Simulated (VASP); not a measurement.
Write the native input for VASP 6.6.1 that does the following.

| Item | Value |
| --- | --- |
| Task | single point |
| Functional | PBEsol |
| Potentials or basis | VASP PAW PBE potentials, release 64 (Cu) |
| Cutoff | 520 eV |
| k mesh | 22 × 22 × 22 |
| Occupations | fermi-dirac, width 0.08 eV |
| Spin | no spin polarisation |
| Dipole correction | no |
| Further INCAR settings | ALGO = Normal; EDIFF = 1e-06; NBANDS = 12 |

The structure of Cu lies in POSCAR:

```
Cu
1.0
    0.0000000000      1.5071096623      1.5071096623
    1.5071096623      0.0000000000      1.5071096623
    1.5071096623      1.5071096623      0.0000000000
Cu
1
Direct
    0.0000000000      0.0000000000      0.0000000000
```

These files were run (other wordings do the same):

INCAR

```
PREC     = Accurate       # precision mode
ENCUT    = 520            # plane-wave cutoff, eV
EDIFF    = 1E-6           # SCF threshold, eV
ISMEAR   = -1             # smearing method
SIGMA    = 0.08           # smearing width, eV
LREAL    = F              # projectors in reciprocal space
LASPH    = T              # aspherical terms in the spheres
NELM     = 60             # most SCF steps
ALGO     = Normal         # electronic algorithm
ISIF     = 2              # what is computed and relaxed
LWAVE    = F              # write WAVECAR
LCHARG   = F              # write CHGCAR
GGA      = PS             # functional
NBANDS   = 12             # bands
```

KPOINTS

```
Automatic mesh
0
Gamma
  22 22 22
```

Potentials or basis: VASP PAW PBE potentials, release 64 (Cu).

Launch:

```sh
$ cat potpaw_PBE.64/Cu/POTCAR > POTCAR
$ mpirun -np 1 vasp_std > vasp.out
```

Results of the run:

- Pressure: 292.9 GPa

Caveat: the PAW data sets were made with another functional, which shifts forces and pressure a little.

Wall time 30 s on 1 thread of AMD EPYC 7R13 (shared host), peak memory 0.1 GiB.
